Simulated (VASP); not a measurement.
# AlN (P6_3mc) in VASP: further runs

The runs below take AlN through relaxation of the atoms, with LDA.

All numbers are computed with VASP 6.6.1; they aren't measurements. Logs are shortened: lines on timing, memory, paths and dates and some standing lists are left out, and cuts for length are marked.

**What was measured.**

“Self-assembly of well-separated AlN nanowires directly on sputtered metallic TiN films”, 2019, arxiv:1910.07391 quotes, for a bulk crystal of AlN at 10 K: band gap 6.034 eV (an exciton energy, a little under the gap).

How close the calculation comes is told below.

**1. The cell of the first run**

The structure is hexagonal, space group P6_3mc (No. 186). The conventional cell has a = 3.058 Å, b = 3.058 Å, c = 4.944 Å, α = 90.00°, β = 90.00°, γ = 120.00°. Within 2.5 Å of Al (site symmetry 3m) lie 4 N at 1.86 to 1.89 Å. N (site symmetry 3m) has 4 Al at 1.86 to 1.89 Å within 2.5 Å.

**2. Relaxation of the atoms, LDA**

Contents of INCAR:

```
SYSTEM = AlN
ALGO     = Normal         ! electronic algorithm
EDIFF    = 1E-7           ! SCF threshold, eV
EDIFFG   = -0.01          ! ionic threshold
ENCUT    = 520            ! plane-wave cutoff, eV
IBRION   = 2              ! ionic algorithm
ISIF     = 2              ! what is computed and relaxed
ISMEAR   = 0              ! smearing method
LASPH    = .True.         ! aspherical terms in the spheres
LCHARG   = .False.        ! write CHGCAR
LREAL    = .False.        ! projectors in reciprocal space
LWAVE    = .False.        ! write WAVECAR
NELM     = 100            ! most SCF steps
NSW      = 50             ! ionic steps
PREC     = Accurate       ! precision mode
SIGMA    = 0.05           ! smearing width, eV
```

Contents of KPOINTS:

```
k-points
0
Gamma
  9 9 6
  0 0 0
```

Contents of POSCAR:

```
AlN
1.0
    3.0577000000      0.0000000000      0.0000000000
   -1.5288500000      2.6480458772      0.0000000000
    0.0000000000      0.0000000000      4.9435842660
Al N
2 2
Direct
    0.3333333333      0.6666666667      0.0015210172
    0.6666666667      0.3333333333      0.5015210172
    0.3333333333      0.6666666667      0.3834789828
    0.6666666667      0.3333333333      0.8834789828
```

Potentials or basis: VASP PAW LDA potentials, release 64 (Al, N).

On the command line:

```console
$ cat potpaw_LDA.64/Al/POTCAR potpaw_LDA.64/N/POTCAR > POTCAR
$ mpirun -np 1 vasp_std > vasp.out
```

OUTCAR:

```text
SYSTEM = AlN
   EDIFF = 1E-7
   EDIFFG = -0.01
   ENCUT = 520
   IBRION = 2
   ISIF = 2
   ISMEAR = 0
   LASPH = .True.
   LREAL = .False.
   NELM = 100
   NSW = 50
   PREC = Accurate

 ion  position               nearest neighbor table
   1  0.333  0.667  0.002-   4 1.86   4 1.86   4 1.86   3 1.89   2 3.04   2 3.04   2 3.04   2 3.04
                             2 3.04   2 3.04
   2  0.667  0.333  0.502-   3 1.86   3 1.86   3 1.86   4 1.89   1 3.04   1 3.04   1 3.04   1 3.04
                             1 3.04   1 3.04
   3  0.333  0.667  0.383-   2 1.86   2 1.86   2 1.86   1 1.89
   4  0.667  0.333  0.883-   1 1.86   1 1.86   1 1.86   2 1.89

  LATTYP: Found a hexagonal cell.
 ALAT       =     3.0577000000
 C/A-ratio  =     1.6167656297

  Lattice vectors:

 A1 = (   3.0577000000,   0.0000000000,   0.0000000000)
 A2 = (  -1.5288500000,   2.6480458772,   0.0000000000)
 A3 = (   0.0000000000,   0.0000000000,   4.9435842660)

Analysis of symmetry for initial positions (statically):
=====================================================================
 Subroutine PRICEL returns:
 Original cell was already a primitive cell.

 Routine SETGRP: Setting up the symmetry group for a
 hexagonal supercell.

 Subroutine GETGRP returns: Found 12 space group operations
 (whereof  6 operations were pure point group operations)
 out of a pool of 24 trial point group operations.

The static configuration has the point symmetry C_3v.
 The point group associated with its full space group is C_6v.

Analysis of symmetry for dynamics (positions and initial velocities):
=====================================================================
 Subroutine PRICEL returns:
 Original cell was already a primitive cell.

 Routine SETGRP: Setting up the symmetry group for a
 hexagonal supercell.

 Subroutine GETGRP returns: Found 12 space group operations
 (whereof  6 operations were pure point group operations)
 out of a pool of 24 trial point group operations.

The dynamic configuration has the point symmetry C_3v.
 The point group associated with its full space group is C_6v.

 Subroutine INISYM returns: Found 12 space group operations
 (whereof  6 operations are pure point group operations),
 and found     1 'primitive' translations

----------------------------------------------------------------------------------------

                                     Primitive cell

  volume of cell :      40.0279

  direct lattice vectors                    reciprocal lattice vectors
     3.057700000  0.000000000  0.000000000     0.327043202  0.188818481  0.000000000
    -1.528850000  2.648045877  0.000000000     0.000000000  0.377636962  0.000000000
     0.000000000  0.000000000  4.943584266     0.000000000  0.000000000  0.202282382

  length of vectors
     3.057700000  3.057700000  4.943584266     0.377636962  0.377636962  0.202282382

  position of ions in fractional coordinates (direct lattice)
     0.333333333  0.666666667  0.001521017
     0.666666667  0.333333333  0.501521017
     0.333333333  0.666666667  0.383478983
     0.666666667  0.333333333  0.883478983

  ion indices of the primitive-cell ions
   primitive index   ion index
                 1           1
                 2           2
                 3           3
                 4           4

----------------------------------------------------------------------------------------

 KPOINTS: k-points

Automatic generation of k-mesh.
 Grid dimensions read from file:
 generate k-points for:    9    9    6

 Generating k-lattice:

  Cartesian coordinates                     Fractional coordinates (reciprocal lattice)
     0.036338134  0.020979831  0.000000000     0.111111111  0.000000000  0.000000000
     0.000000000  0.041959662  0.000000000     0.000000000  0.111111111  0.000000000
     0.000000000  0.000000000  0.033713730     0.000000000  0.000000000  0.166666667

  Length of vectors
     0.041959662  0.041959662  0.033713730

  Shift w.r.t. Gamma in fractional coordinates (k-lattice)
     0.000000000  0.000000000  0.000000000

 Subroutine IBZKPT returns following result:
 ===========================================

 Found     48 irreducible k-points:

 Following reciprocal coordinates:
            Coordinates               Weight
  0.000000  0.000000  0.000000      1.000000
  0.111111  0.000000  0.000000      6.000000
  0.222222  0.000000  0.000000      6.000000
  0.333333  0.000000  0.000000      6.000000
  0.444444  0.000000  0.000000      6.000000
  0.111111  0.111111  0.000000      6.000000
[... 16 lines left out ...]
  0.333333  0.222222  0.166667     24.000000
  0.333333  0.333333  0.166667      4.000000
 [... further k-points ...]
   k-points           NKPTS =     48   k-points in BZ     NKDIM =     48   number of bands    NBANDS=     12
   number of dos      NEDOS =    301   number of ions     NIONS =      4
   total plane-waves  NPLWV =  23040
   dimension x,y,z NGX =    24 NGY =   24 NGZ =   40
   dimension x,y,z NGXF=    48 NGYF=   48 NGZF=   80
   ions per type =               2   2
   NGX,Y,Z   is equivalent  to a cutoff of  13.05, 13.05, 13.45 a.u.
   NGXF,Y,Z  is equivalent  to a cutoff of  26.10, 26.10, 26.90 a.u.
 SYSTEM =  AlN
   PREC   = accura    normal or accurate (medium, high low for compatibility)
   ISTART =      0    job   : 0-new  1-cont  2-samecut
   ICHARG =      2    charge: 1-file 2-atom 10-const
   ISPIN  =      1    spin polarized calculation?
   LNONCOLLINEAR =      F non collinear calculations
   LSORBIT =      F    spin-orbit coupling
   LASPH  =      T    aspherical Exc in radial PAW
   ENCUT  =  520.0 eV  38.22 Ry    6.18 a.u.   5.69  5.69  9.19*2*pi/ulx,y,z
   NELM   =    100;   NELMIN=  2; NELMDL= -5     # of ELM steps
   EDIFF  = 0.1E-06   stopping-criterion for ELM
   LREAL  =      F    real-space projection
   EDIFFG = -.1E-01   stopping-criterion for IOM
   NSW    =     50    number of steps for IOM
   IBRION =      2    ionic relax: 0-MD 1-quasi-New 2-CG
   NFREE  =      1    steps in history (QN), initial steepest desc. (CG)
   ISIF   =      2    stress and relaxation
   ISYM   =      2    0-nonsym 1-usesym 2-fastsym
   POTIM  = 0.5000    time-step for ionic-motion
   TEBEG  =    0.0;   TEEND  =   0.0 temperature during run
   PSTRESS=    0.0 pullay stress
   NELECT =      16.0000    total number of electrons
   NUPDOWN=      -1.0000    fix difference up-down
   EMIN   =  10.00;   EMAX   =-10.00  energy-range for DOS
   EFERMI =   0.00;   METHOD = LEGACY
   ISMEAR =     0;   SIGMA  =   0.05  broadening in eV -4-tet -1-fermi 0-gaus
   EFERMI_NEDOS =   21; number of points for ismear=-14 and -15
   IALGO  =     38    algorithm
   IMIX   =      4    mixing-type and parameters
     AMIX     =   0.40;   BMIX     =  1.00
     AMIX_MAG =   1.60;   BMIX_MAG =  1.00
  volume/ion in A,a.u.               =      10.01        67.53
  Fermi-wavevector in a.u.,A,eV,Ry     =   1.205945  2.278905 19.786988  1.454303
  Thomas-Fermi vector in A             =   2.341626
   LORBIT       =      0    0 simple, 1 ext, 2 COOP (PROOUT), +10 PAW based schemes
   GGA     = CA    functional components
   LHFCALC =     F    Hartree Fock is set to
   AEXX    =    0.0000 exact exchange contribution
   IVDW    =     0    specifies the selected vdW correction
   LEPSILON=     F    determine dielectric tensor
   LRPA    =     F    only Hartree local field effects (RPA)
 conjugate gradient relaxation of ions
 non-spin polarized calculation
 Gauss-broadening in eV      SIGMA  =   0.05
  energy-cutoff  :      520.00
  volume of cell :       40.03
 maximum number of plane-waves:      1102
 NGX is ok and might be reduce to    24
   NGX = 11   NGY = 11   NGZ = 19

--------------------------------------- Ionic step        1  -------------------------------------------

 number of electron      15.9999997 magnetization

 Free energy of the ion-electron system (eV)
  ---------------------------------------------------
  ext. energy  EPLUGINS =         0.00000000
  ---------------------------------------------------
  free energy    TOTEN  =       -32.82170662 eV

  energy without entropy =      -32.82170662  energy(sigma->0) =      -32.82170662

------------------------ aborting loop because EDIFF is reached ----------------------------------------

  FORCE on cell =-STRESS in cart. coord.  units (eV):
  Direction    XX          YY          ZZ          XY          YZ          ZX
  --------------------------------------------------------------------------------------
  -------------------------------------------------------------------------------------
  Total        1.7206043      1.7206043      0.5085030      0.0000000      0.0000000     -0.0000000
  in kB       68.8698718     68.8698718     20.3536275      0.0000000      0.0000000     -0.0000000
  external PRESSURE =      52.6977903 kB  Pullay stress =       0.0000000 kB
[... 61 lines left out ...]
  energy  without entropy=      -32.8227693344  energy(sigma->0) =      -32.82276933

--------------------------------------- Ionic step        3  -------------------------------------------

 number of electron      15.9999996 magnetization

 Free energy of the ion-electron system (eV)
  ---------------------------------------------------
  ext. energy  EPLUGINS =         0.00000000
  ---------------------------------------------------
  free energy    TOTEN  =       -32.82290151 eV

  energy without entropy =      -32.82290151  energy(sigma->0) =      -32.82290151

 E-fermi :   6.4928     XC(G=0): -11.4321

 val. band max:        6.2467282892   @ k =   0.0000   0.0000   0.0000
 cond. band min:      10.9068470387   @ k =   0.0000   0.0000   0.0000
 fundamental gap:      4.6601187495
 Fermi energy:         6.4927619834

 k-point     1 :       0.0000    0.0000    0.0000
  band No.  band energies     occupation
      1      -8.9833      2.00000
      2      -6.6696      2.00000
      3       0.0272      2.00000
      4       5.4704      2.00000
      5       5.4704      2.00000
      6       6.1071      2.00000
      7       6.1071      2.00000
      8       6.2467      2.00000
      9      10.9068      0.00000
     10      13.3170      0.00000
     11      17.0612      0.00000
     12      17.6584      0.00000
[... 331 lines left out ...]
 k-point    24 :       0.3333    0.3333    0.1667
  band No.  band energies     occupation
      1      -6.2147      2.00000
      2      -6.2147      2.00000
      3       1.3784      2.00000
      4       2.0203      2.00000
      5       2.0203      2.00000
      6       3.4472      2.00000
      7       4.3483      2.00000
      8       4.3483      2.00000
      9      11.5805      0.00000
     10      14.6763      0.00000
     11      15.5379      0.00000
     12      15.5379      0.00000

 [... further k-points ...]

------------------------ aborting loop because EDIFF is reached ----------------------------------------

  FORCE on cell =-STRESS in cart. coord.  units (eV):
  Direction    XX          YY          ZZ          XY          YZ          ZX
  --------------------------------------------------------------------------------------
  -------------------------------------------------------------------------------------
  Total        1.5948417      1.5948417      0.7563827      0.0000000      0.0000000      0.0000000
  in kB       63.8360283     63.8360283     30.2753990      0.0000000      0.0000000      0.0000000
  external PRESSURE =      52.6491519 kB  Pullay stress =       0.0000000 kB
[... 19 lines left out ...]
  FREE ENERGIE OF THE ION-ELECTRON SYSTEM (eV)
  ---------------------------------------------------
  free  energy   TOTEN  =       -32.8229015057 eV

  energy  without entropy=      -32.8229015057  energy(sigma->0) =      -32.82290151

 reached required accuracy - stopping structural energy minimisation
```

Run time: 38 s. Hardware: 1 thread of AMD EPYC 7R13 (Zen 3), shared host; peak memory 0.11 GiB.

What came out:

| Property | Result |
| --- | --- |
| Free energy | -32.8229 eV |
| Energy gained by relaxing | 0.3 meV/atom |
| Ionic steps | 3 |
| Pressure after relaxing | 5.3 GPa |
| Band gap on the k mesh | 4.66 eV |

Step by step:
```tsv
step	energy change (eV)	largest force (eV/Å)	pressure (GPa)
1	0.0000	0.1277	5.27
2	-0.0011	0.0436	5.27
3	-0.0012	0.0001	5.26
```

Final structure:
```
CELL_PARAMETERS angstrom
3.05770 0.00000 0.00000
-1.52885 2.64805 0.00000
0.00000 0.00000 4.94358
ATOMIC_POSITIONS crystal
Al 0.33333 0.66667 0.00246
Al 0.66667 0.33333 0.50246
N 0.33333 0.66667 0.38254
N 0.66667 0.33333 0.88254
```

Levels at points of the mesh, in eV from the valence-band top:
```csv
k point,band 6,band 7,band 8,band 9,band 10,band 11
"(0.00, 0.00, 0.00)",-0.14,-0.14,0.00,4.66,7.07,10.81
"(0.00, 0.00, 0.50)",-0.47,-0.47,-0.47,6.88,6.88,10.51
```

**3. Relaxation of the atoms, LDA**

This run uses another cell than the first one, of 10.20 Å³/atom.

Contents of INCAR:

```
PREC = Accurate ; ENCUT = 520
EDIFF = 1E-6 ; ISMEAR = 0
SIGMA = 0.05 ; LREAL = F
LASPH = T ; NELM = 60
ALGO = Normal ; ISIF = 2
LWAVE = F ; LCHARG = F
IBRION = 2 ; NSW = 50
EDIFFG = -0.01
```

Contents of KPOINTS:

```
Automatic mesh
0
Gamma
  9 9 6
```

Contents of POSCAR:

```
AlN
1.0
    3.1504000000      0.0000000000      0.0000000000
   -1.5752000000      2.7283264321      0.0000000000
    0.0000000000      0.0000000000      4.7458000000
Al N
2 2
Direct
    0.3333333333      0.6666666667      0.0015210172
    0.6666666667      0.3333333333      0.5015210172
    0.3333333333      0.6666666667      0.3834789828
    0.6666666667      0.3333333333      0.8834789828
```

Potentials or basis: VASP PAW LDA potentials, release 64 (Al, N).

On the command line:

```console
$ cat potpaw_LDA.64/Al/POTCAR potpaw_LDA.64/N/POTCAR > POTCAR
$ mpirun -np 1 vasp_std > vasp.out
```

It took 37 s on 1 thread of AMD EPYC 7R13 (Zen 3), shared host; peak memory 0.11 GiB.

It converged, with:

| Quantity | Value |
| --- | --- |
| Free energy | -32.7663 eV |
| Energy gained by relaxing | 15.0 meV/atom |
| Ionic steps | 3 |
| Pressure after relaxing | -0.4 GPa |
| Largest force after relaxing | 0.003 eV/Å |
| Band gap on the k mesh | 4.04 eV |

Forces in eV/Å, atoms in the order of the input:
```
Al   0.000  0.000 -0.003
Al   0.000  0.000 -0.003
N    0.000  0.000  0.003
N    0.000  0.000  0.003
```

Stress tensor (GPa, compression positive):
```
-4.83  0.00  0.00
 0.00 -4.83  0.00
 0.00  0.00  8.59
```

The path:
```csv
step,energy change (eV),largest force (eV/Å),pressure (GPa)
1,0.0000,0.9889,1.32
2,-0.0496,0.3354,-0.77
3,-0.0602,0.0035,-0.35
```

Final structure:
```yaml
crystal:
  lattice:
    - [3.15040, 0.00000, 0.00000]
    - [-1.57520, 2.72833, 0.00000]
    - [0.00000, 0.00000, 4.74580]
  atoms:
    - { symbol: Al, position: [0.33333, 0.66667, 0.99467] }
    - { symbol: Al, position: [0.66667, 0.33333, 0.49467] }
    - { symbol: N, position: [0.33333, 0.66667, 0.39033] }
    - { symbol: N, position: [0.66667, 0.33333, 0.89033] }
```

Levels at points of the mesh, in eV from the valence-band top:
| k point | band 5 | band 6 | band 7 | band 8 | band 9 | band 10 | band 11 | band 12 |
| --- | --- | --- | --- | --- | --- | --- | --- | --- |
| (0.00, 0.00, 0.00) | -1.60 | -0.74 | -0.74 | 0.00 | 4.04 | 5.83 | 10.14 | 10.14 |
| (0.00, 0.00, 0.50) | -1.18 | -1.18 | -1.18 | -1.18 | 6.07 | 6.07 | 10.19 | 10.19 |

**4. Against experiment**

Step 3. A measured gap of AlN is 6.034 eV (an exciton energy, a little under the gap; 10 K; quoted in “Self-assembly of well-separated AlN nanowires directly on sputtered metallic TiN films”, 2019, arxiv:1910.07391); the calculated 4.04 eV misses it by -1.99 eV. 2 values of this kind are on record (6.034 to 6.0343 eV); this one was drawn at random. The value is that of LDA on a finite k mesh, which can miss the band edges, without temperature or zero-point motion. Semilocal functionals fall short of measured gaps as a rule.
